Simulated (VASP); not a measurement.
Write the native input for VASP 6.6.1 that does the following.

```yaml
Task: single point
Functional: PBE
Potentials_or_basis: VASP PAW PBE potentials, release 64 (Sc_sv, In_d, As)
Cutoff: 520 eV
k_mesh: 4 × 4 × 3
Occupations: gaussian, width 0.2 eV
Spin: no spin polarisation
Dipole_correction: no
Further_INCAR_settings: ALGO = Fast; EDIFF = 1e-06; NBANDS = 36
```

The structure of ScIn3As lies in POSCAR:

```
ScIn3As
1.0
    5.0132635516      0.0000000000      0.0000000000
    0.0000000000      5.0132635516      0.0000000000
    0.0000000000      0.0000000000      5.5042252579
Sc In As
1 3 1
Direct
    0.5000000000      0.5000000000      1.0028740525
    0.5000000000      0.0000000000      0.2920836271
    0.0000000000      0.5000000000      0.2920836271
    0.0000000000      0.0000000000      0.8802939716
    0.5000000000      0.5000000000      0.5297372617
```

The cell was generated, and may not be a known phase.

One way to write it, as run:

INCAR

```
PREC = Accurate ; ENCUT = 520
EDIFF = 1E-6 ; ISMEAR = 0
SIGMA = 0.2 ; LREAL = F
LASPH = T ; NELM = 60
ALGO = Fast ; ISIF = 2
LWAVE = F ; LCHARG = T
GGA = PE ; LELF = T
LVHAR = T ; NBANDS = 36
```

KPOINTS

```
Automatic mesh
0
Gamma
  4 4 3
```

Potentials or basis: VASP PAW PBE potentials, release 64 (Sc_sv, In_d, As).

Launch:

```console
$ cat potpaw_PBE.64/Sc_sv/POTCAR potpaw_PBE.64/In_d/POTCAR potpaw_PBE.64/As/POTCAR > POTCAR
$ mpirun -np 1 vasp_std > vasp.out
```

It gave:

* Pressure: 0.0 GPa
* Largest force: 0.030 eV/Å
* Band gap on the k mesh: zero (an odd number of electrons rules out a gap without spin polarisation)

Caveat: the k points lie up to 0.38 Å⁻¹ apart, too coarse for converged energies and pressures of a metal; spin-orbit coupling is left out, which moves the levels of the heavy elements.

It took 110 s on 1 thread of Oxide Virtual Turin-like Processor, on a shared host, peak memory 0.24 GiB.
